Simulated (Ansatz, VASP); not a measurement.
Two plane-wave programs on PtBr2

```
Pt Br
1.0
     0.00000    3.31029    3.31029
     3.31029    0.00000    3.31029
     3.31029    3.31029    0.00000
Pt Br
1 2
Direct
  0.00000 0.00000 0.00000
  0.25000 0.25000 0.25000
  0.75000 0.75000 0.75000
```

Alike in both runs: task electric field gradients; functional PBE; k mesh 11 × 11 × 11; occupations fermi-dirac, width 0.05 eV; no spin polarisation.

```csv
,VASP,Ansatz
version,VASP 6.6.1,Ansatz 0.2.0
potentials or method,"VASP PAW PBE potentials, release 64 (Pt, Br)","PAW with Ansatz's default frozen-core files, scalar-relativistic"
plane-wave cutoff (eV),520,420
valence electrons in the cell,24,32
```

```csv
,VASP,Ansatz,Ansatz less VASP
pressure (GPa),0.0,0.0,+0.05
```

VASP's potentials hold 24 valence electrons a cell and Ansatz's 32, so a difference there can come from the potentials and not from the codes.

Neither program's run includes spin-orbit coupling.
